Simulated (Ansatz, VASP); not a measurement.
**Cu: VASP beside Ansatz**

File POSCAR:

```
Cu
1.0
    2.9532898596      0.0000000000      0.0000000000
    0.0000000000      2.9532898596      0.0000000000
    0.0000000000      0.0000000000      2.7934006095
Cu
2
Direct
    0.0000000000      0.0000000000      0.0000000000
    0.5000000000      0.5000000000      0.5000000000
```

INCAR.step1

```
PREC = Accurate ; ENCUT = 520
ISMEAR = 0 ; SIGMA = 0.1
LREAL = False ; LASPH = True
NELM = 60 ; NBANDS = 18
GGA = PE ; ALGO = Normal
EDIFF = 1E-4 ; LWAVE = True
LCHARG = False
```

File INCAR.step2:

```
PREC = Accurate ; ENCUT = 520
EDIFF = 1E-6 ; ISMEAR = 0
SIGMA = 0.1 ; LREAL = False
LASPH = True ; NELM = 60
ALGO = Normal ; ISIF = 2
LWAVE = False ; LCHARG = False
METAGGA = R2SCAN ; LMIXTAU = True
NBANDS = 18 ; ISTART = 1
```

KPOINTS

```
regular mesh
0
Gamma
  18 18 18
```

Input for Ansatz:

```yaml
crystal:
  lattice:
    - [2.9532898596, 0.0, 0.0]
    - [0.0, 2.9532898596, 0.0]
    - [0.0, 0.0, 2.7934006095]
  atoms:
    - { symbol: Cu, position: [0.0, 0.0, 0.0] }
    - { symbol: Cu, position: [0.5, 0.5, 0.5] }
basis:
  ecutwfc: 500
kpoints:
  mp_grid: { grid: [18, 18, 18] }
hamiltonian:
  xc: r2scan
scf:
  occupations: { method: gaussian, width: 0.1 }
output:
  forces: true
  stress: true
  eigenvalues: true
```

Change from the starting cell: equal strain along all axes, cell held, atoms relaxed: +2.0 %.

Alike in both runs: task single point; functional r2SCAN; k mesh 18 × 18 × 18; occupations gaussian, width 0.1 eV; no spin polarisation.

|  | VASP | Ansatz |
| --- | --- | --- |
| version | VASP 6.6.1 | Ansatz 0.2.0 |
| potentials or method | VASP PAW PBE potentials, release 64 (Cu), cutoff 520 eV | scalar-relativistic, plane waves, PAW |
| valence electrons in the cell | 22 | 38 |

VASP gave:

| Property | Result |
| --- | --- |
| gap on the k mesh at the Fermi level (eV) | none |
| pressure (GPa) | -7.4 |
| traceless stress, the component that is largest in VASP (GPa) | -0.20 |

Problem. What did Ansatz give for the same quantities?

Solution. gap on the k mesh at the Fermi level (eV): none; pressure (GPa): -8.2; traceless stress, the component that is largest in VASP (GPa): -0.14.

VASP's potentials were made for PBE, not for r2SCAN. A gap of «none» marks a metal or a gap that the smearing closes. VASP's potentials hold 22 valence electrons a cell and Ansatz's 38, so a difference there can come from the potentials and not from the codes.
